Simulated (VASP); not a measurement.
# CdSiN2 (P-4m2) in VASP: a series of runs, part 3 of 3

VASP 6.6.1.

### Step 4. Single point, PBE

This run uses another cell than the first one, of 12.62 Å³/atom.

The input, INCAR:

```
SYSTEM = CdSiN2
ALGO = Normal ; EDIFF = 1E-6
ENCUT = 520 ; GGA = PE
ISIF = 2 ; ISMEAR = -1
LASPH = .True. ; LCHARG = .True.
LELF = .True. ; LREAL = .False.
LVHAR = .True. ; LWAVE = .False.
NBANDS = 36 ; NELM = 80
PREC = Accurate ; SIGMA = 0.02
```

The input, KPOINTS:

```
k-points
0
Gamma
  6 6 2
  0 0 0
```

The input, POSCAR:

```
CdSiN2
1.0
    3.1134437739      0.0000000000      0.0000000000
    0.0000000000      3.1134437739      0.0000000000
    0.0000000000      0.0000000000     10.4155514210
Cd N Si
2 4 2
Direct
    0.5000000000      0.0000000000      0.8612896092
    0.0000000000      0.5000000000      0.1387103908
    0.5000000000      0.5000000000      0.0000000000
    0.0000000000      0.0000000000      0.3241738653
    0.5000000000      0.5000000000      0.5000000000
    0.0000000000      0.0000000000      0.6758261347
    0.5000000000      0.0000000000      0.3956506726
    0.0000000000      0.5000000000      0.6043493274
```

Potentials or basis: VASP PAW PBE potentials, release 64 (Cd, N, Si).

On the command line:

```
$ cat potpaw_PBE.64/Cd/POTCAR potpaw_PBE.64/N/POTCAR potpaw_PBE.64/Si/POTCAR > POTCAR
$ mpirun -np 1 vasp_std > vasp.out
```

OUTCAR:

```text
SYSTEM = CdSiN2
   EDIFF = 1E-6
   ENCUT = 520
   GGA = PE
   ISIF = 2
   ISMEAR = -1
   LASPH = .True.
   LREAL = .False.
   NELM = 80
   PREC = Accurate

 ion  position               nearest neighbor table
   1  0.500  0.000  0.861-   3 2.12   3 2.12   6 2.48   6 2.48   8 3.47   8 3.47   8 3.47   8 3.47
                             2 3.63   2 3.63   2 3.63   2 3.63
   2  0.000  0.500  0.139-   3 2.12   3 2.12   4 2.48   4 2.48   7 3.47   7 3.47   7 3.47   7 3.47
                             1 3.63   1 3.63   1 3.63   1 3.63
   3  0.500  0.500  0.000-   1 2.12   2 2.12   1 2.12   2 2.12
   4  0.000  0.000  0.324-   7 1.73   7 1.73   2 2.48   2 2.48
   5  0.500  0.500  0.500-   7 1.90   8 1.90   7 1.90   8 1.90
   6  0.000  0.000  0.676-   8 1.73   8 1.73   1 2.48   1 2.48
   7  0.500  0.000  0.396-   4 1.73   4 1.73   5 1.90   5 1.90   8 3.09   8 3.09   8 3.09   8 3.09
                             2 3.47   2 3.47   2 3.47   2 3.47
   8  0.000  0.500  0.604-   6 1.73   6 1.73   5 1.90   5 1.90   7 3.09   7 3.09   7 3.09   7 3.09
                             1 3.47   1 3.47   1 3.47   1 3.47

  LATTYP: Found a simple tetragonal cell.
 ALAT       =     3.1134437739
 C/A-ratio  =     3.3453475243

  Lattice vectors:

 A1 = (   3.1134437739,   0.0000000000,   0.0000000000)
 A2 = (   0.0000000000,   3.1134437739,   0.0000000000)
 A3 = (   0.0000000000,   0.0000000000,  10.4155514210)

Analysis of symmetry for initial positions (statically):
=====================================================================
 Subroutine PRICEL returns:
 Original cell was already a primitive cell.

 Routine SETGRP: Setting up the symmetry group for a
 simple tetragonal supercell.

 Subroutine GETGRP returns: Found  8 space group operations
 (whereof  8 operations were pure point group operations)
 out of a pool of 16 trial point group operations.

The static configuration has the point symmetry D_2d.

Analysis of symmetry for dynamics (positions and initial velocities):
=====================================================================
 Subroutine PRICEL returns:
 Original cell was already a primitive cell.

 Routine SETGRP: Setting up the symmetry group for a
 simple tetragonal supercell.

 Subroutine GETGRP returns: Found  8 space group operations
 (whereof  8 operations were pure point group operations)
 out of a pool of 16 trial point group operations.

The dynamic configuration has the point symmetry D_2d.

 Subroutine INISYM returns: Found  8 space group operations
 (whereof  8 operations are pure point group operations),
 and found     1 'primitive' translations

----------------------------------------------------------------------------------------

                                     Primitive cell

  volume of cell :     100.9635

  direct lattice vectors                    reciprocal lattice vectors
     3.113443774  0.000000000  0.000000000     0.321187750  0.000000000  0.000000000
     0.000000000  3.113443774  0.000000000     0.000000000  0.321187750  0.000000000
     0.000000000  0.000000000 10.415551421     0.000000000  0.000000000  0.096010279

  length of vectors
[... 51 lines left out ...]
  0.000000  0.000000  0.000000      1.000000
  0.166667  0.000000  0.000000      4.000000
  0.333333  0.000000  0.000000      4.000000
  0.500000  0.000000  0.000000      2.000000
  0.166667  0.166667  0.000000      4.000000
  0.333333  0.166667  0.000000      8.000000
[... 12 lines left out ...]
  0.500000  0.333333  0.500000      4.000000
  0.500000  0.500000  0.500000      1.000000
   k-points           NKPTS =     20   k-points in BZ     NKDIM =     20   number of bands    NBANDS=     36
   number of dos      NEDOS =    301   number of ions     NIONS =      8
   total plane-waves  NPLWV =  46080
   dimension x,y,z NGX =    24 NGY =   24 NGZ =   80
   dimension x,y,z NGXF=    48 NGYF=   48 NGZF=  160
   ions per type =               2   4   2
   NGX,Y,Z   is equivalent  to a cutoff of  12.82, 12.82, 12.77 a.u.
   NGXF,Y,Z  is equivalent  to a cutoff of  25.63, 25.63, 25.54 a.u.
 SYSTEM =  CdSiN2
   PREC   = accura    normal or accurate (medium, high low for compatibility)
   ISTART =      0    job   : 0-new  1-cont  2-samecut
   ICHARG =      2    charge: 1-file 2-atom 10-const
   ISPIN  =      1    spin polarized calculation?
   LNONCOLLINEAR =      F non collinear calculations
   LSORBIT =      F    spin-orbit coupling
   LASPH  =      T    aspherical Exc in radial PAW
   ENCUT  =  520.0 eV  38.22 Ry    6.18 a.u.   5.79  5.79 19.37*2*pi/ulx,y,z
   NELM   =     80;   NELMIN=  2; NELMDL= -5     # of ELM steps
   EDIFF  = 0.1E-05   stopping-criterion for ELM
   LREAL  =      F    real-space projection
   EDIFFG = 0.1E-04   stopping-criterion for IOM
   NSW    =      0    number of steps for IOM
   IBRION =     -1    ionic relax: 0-MD 1-quasi-New 2-CG
   NFREE  =      0    steps in history (QN), initial steepest desc. (CG)
   ISIF   =      2    stress and relaxation
   ISYM   =      2    0-nonsym 1-usesym 2-fastsym
   POTIM  = 0.5000    time-step for ionic-motion
   TEBEG  =    0.0;   TEEND  =   0.0 temperature during run
   PSTRESS=    0.0 pullay stress
   NELECT =      52.0000    total number of electrons
   NUPDOWN=      -1.0000    fix difference up-down
   EMIN   =  10.00;   EMAX   =-10.00  energy-range for DOS
   EFERMI =   0.00;   METHOD = LEGACY
   ISMEAR =    -1;   SIGMA  =   0.02  broadening in eV -4-tet -1-fermi 0-gaus
   EFERMI_NEDOS =   21; number of points for ismear=-14 and -15
   IALGO  =     38    algorithm
   IMIX   =      4    mixing-type and parameters
     AMIX     =   0.40;   BMIX     =  1.00
     AMIX_MAG =   1.60;   BMIX_MAG =  1.00
  volume/ion in A,a.u.               =      12.62        85.17
  Fermi-wavevector in a.u.,A,eV,Ry     =   1.312264  2.479819 23.429728  1.722036
  Thomas-Fermi vector in A             =   2.442668
   LORBIT       =      0    0 simple, 1 ext, 2 COOP (PROOUT), +10 PAW based schemes
   GGA     = PE    functional components
   LHFCALC =     F    Hartree Fock is set to
   AEXX    =    0.0000 exact exchange contribution
   IVDW    =     0    specifies the selected vdW correction
   LEPSILON=     F    determine dielectric tensor
   LRPA    =     F    only Hartree local field effects (RPA)
 non-spin polarized calculation
  energy-cutoff  :      520.00
  volume of cell :      100.96
 maximum number of plane-waves:      2752
 NGX is ok and might be reduce to    24
   NGX = 11   NGY = 11   NGZ = 39

 number of electron      52.0000000 magnetization

 Free energy of the ion-electron system (eV)
  ---------------------------------------------------
  ext. energy  EPLUGINS =         0.00000000
  ---------------------------------------------------
  free energy    TOTEN  =       -46.41670274 eV

  energy without entropy =      -46.41211867  energy(sigma->0) =      -46.41441070

 E-fermi :   6.5253     XC(G=0): -11.0871

 val. band max:        6.5231016023   @ k =   0.3333   0.0000   0.5000
 cond. band min:       6.5349614148   @ k =   0.5000   0.5000   0.0000
 fundamental gap:      0.0118598125
 Fermi energy:         6.5252867911

 k-point     1 :       0.0000    0.0000    0.0000
  band No.  band energies     occupation
      1     -14.0654      2.00000
      2     -11.6451      2.00000
      3     -10.1885      2.00000
      4      -8.2192      2.00000
      5      -3.3697      2.00000
      6      -2.8614      2.00000
[... 769 lines left out ...]
     35      12.1431      0.00000
     36      13.5138      0.00000

------------------------ aborting loop because EDIFF is reached ----------------------------------------

  FORCE on cell =-STRESS in cart. coord.  units (eV):
  Direction    XX          YY          ZZ          XY          YZ          ZX
  --------------------------------------------------------------------------------------
  -------------------------------------------------------------------------------------
  Total        0.3989217      0.3989217      0.7775933      0.0000000      0.0000000     -0.0000000
  in kB        6.3304403      6.3304403     12.3395345      0.0000000      0.0000000     -0.0000000
  external PRESSURE =       8.3334717 kB  Pullay stress =       0.0000000 kB

 VOLUME and BASIS-vectors are now :
 -----------------------------------------------------------------------------
  energy-cutoff  :      520.00
  volume of cell :      100.96
      direct lattice vectors                 reciprocal lattice vectors
     3.113443774  0.000000000  0.000000000     0.321187750  0.000000000  0.000000000
     0.000000000  3.113443774  0.000000000     0.000000000  0.321187750  0.000000000
     0.000000000  0.000000000 10.415551421     0.000000000  0.000000000  0.096010279

 POSITION                                       TOTAL-FORCE (eV/Angst)
 -----------------------------------------------------------------------------------
      1.55672      0.00000      8.97081        -0.000000     -0.000000     -0.191194
      0.00000      1.55672      1.44475         0.000000     -0.000000      0.191194
      1.55672      1.55672      0.00000         0.000000      0.000000      0.000000
      0.00000      0.00000      3.37645         0.000000     -0.000000      0.007176
      1.55672      1.55672      5.20778         0.000000     -0.000000      0.000000
      0.00000      0.00000      7.03910         0.000000     -0.000000     -0.007176
      1.55672      0.00000      4.12092         0.000000     -0.000000      0.015380
      0.00000      1.55672      6.29463         0.000000     -0.000000     -0.015380
 -----------------------------------------------------------------------------------
    total drift:                                0.000000      0.000000     -0.000000

  FREE ENERGIE OF THE ION-ELECTRON SYSTEM (eV)
  ---------------------------------------------------
  free  energy   TOTEN  =       -46.4167027387 eV

  energy  without entropy=      -46.4121186653  energy(sigma->0) =      -46.41441070
```

It took 90 s on 1 thread of Intel Xeon 8259CL, shared host; peak memory 0.23 GiB.

What came out:

```
Free energy            : -46.4167 eV
Pressure               : 0.8 GPa
Largest force          : 0.191 eV/Å
Band gap on the k mesh : zero (bands 26 and 27 overlap by 0.39 eV)
```

Forces on the atoms (eV/Å):
```
Cd   0.000  0.000 -0.191
Cd   0.000  0.000  0.191
N    0.000  0.000  0.000
N    0.000  0.000  0.007
N    0.000  0.000  0.000
N    0.000  0.000 -0.007
Si   0.000  0.000  0.015
Si   0.000  0.000 -0.015
```

Levels at points of the mesh, in eV from the Fermi level:
```tsv
k point	band 24	band 25	band 26	band 27	band 28	band 29
(0.00, 0.00, 0.00)	-3.09	-1.29	-0.29	-0.29	-0.01	1.09
(0.50, 0.00, 0.00)	-3.05	-2.83	0.09	0.72	1.27	2.40
(0.50, 0.50, 0.00)	-2.97	-2.97	-2.74	0.01	1.27	2.71
(0.00, 0.00, 0.50)	-3.08	-0.30	-0.30	-0.28	-0.18	0.63
(0.50, 0.00, 0.50)	-3.22	-2.83	0.09	1.24	1.65	1.66
(0.50, 0.50, 0.50)	-2.97	-2.97	-2.86	0.46	1.88	2.04
```

### Step 5. Single point, PBE (13.00 Å³/atom)

This run uses another cell than the first one, of 13.00 Å³/atom.

The input, INCAR:

```
SYSTEM = CdSiN2
ALGO = Normal
EDIFF = 1E-6
ENCUT = 520
GGA = PE
ISIF = 2
ISMEAR = -1
LASPH = .TRUE.
LCHARG = .TRUE.
LELF = .TRUE.
LREAL = .FALSE.
LVHAR = .TRUE.
LWAVE = .FALSE.
NBANDS = 36
NELM = 60
PREC = Accurate
SIGMA = 0.02
```

The input, KPOINTS:

```
k-points
0
G
  6 6 2
  0 0 0
```

Changes to POSCAR since step 4:

```diff
@@ -2,5 +2,5 @@
 1.0
-    3.1134437739      0.0000000000      0.0000000000
-    0.0000000000      3.1134437739      0.0000000000
-    0.0000000000      0.0000000000     10.4155514210
+    3.1442719548      0.0000000000      0.0000000000
+    0.0000000000      3.1442719548      0.0000000000
+    0.0000000000      0.0000000000     10.5186823996
 Cd N Si
```

On the command line:

```
$ cat potpaw_PBE.64/Cd/POTCAR potpaw_PBE.64/N/POTCAR potpaw_PBE.64/Si/POTCAR > POTCAR
$ mpirun -np 1 vasp_std > vasp.out
```

Wall time 92 s (1 thread of Intel Xeon 8259CL, shared host); peak memory 0.23 GiB.

The run converged. Its results:

```
Free energy            : -46.3905 eV
Pressure               : -3.6 GPa
Largest force          : 0.190 eV/Å
Band gap on the k mesh : zero (bands 26 and 27 overlap by 0.38 eV)
```

Forces on the atoms (eV/Å):
```
Cd   0.000  0.000  0.002
Cd   0.000  0.000 -0.002
N    0.000  0.000  0.000
N    0.000  0.000  0.190
N    0.000  0.000  0.000
N    0.000  0.000 -0.190
Si   0.000  0.000  0.010
Si   0.000  0.000 -0.010
```

Stress tensor (GPa, compression positive):
```
-3.91  0.00  0.00
 0.00 -3.91  0.00
 0.00  0.00 -3.07
```

Levels at points of the mesh, in eV from the Fermi level:
| k point | band 24 | band 25 | band 26 | band 27 | band 28 | band 29 |
| --- | --- | --- | --- | --- | --- | --- |
| (0.00, 0.00, 0.00) | -2.97 | -1.37 | -0.28 | -0.28 | -0.03 | 0.99 |
| (0.50, 0.00, 0.00) | -2.97 | -2.72 | 0.09 | 0.67 | 1.15 | 2.31 |
| (0.50, 0.50, 0.00) | -2.90 | -2.90 | -2.64 | 0.06 | 1.34 | 2.73 |
| (0.00, 0.00, 0.50) | -2.97 | -0.39 | -0.29 | -0.29 | -0.24 | 0.64 |
| (0.50, 0.00, 0.50) | -3.14 | -2.72 | 0.09 | 1.18 | 1.53 | 1.61 |
| (0.50, 0.50, 0.50) | -2.90 | -2.90 | -2.76 | 0.49 | 1.94 | 2.07 |

Caveat: the cell stands under tension.

### Step 6. Overview

```csv
cell,gap on the mesh (eV),pressure (GPa),largest force (eV/Å)
"a = 3.050, b = 3.050, c = 10.203 Å, 8 atoms",none,12.2,0.66
"a = 3.082, b = 3.082, c = 10.310 Å, 8 atoms",none,6.0,0.42
"a = 3.113, b = 3.113, c = 10.416 Å, 8 atoms",none,0.8,0.19
"a = 3.144, b = 3.144, c = 10.519 Å, 8 atoms",none,-3.6,0.19
```

Alike in all rows: task single point; level PBE; potentials or basis VASP PAW PBE potentials, release 64 (Cd, N, Si); no spin polarisation; k mesh 6 × 6 × 2; cutoff (eV) 520; smearing fermi-dirac 0.02 eV.

Caveats: the cell stands under pressure (at least some runs); the cell stands under tension (at least some runs).

Absolute energies hang on the potentials; compare differences alone.
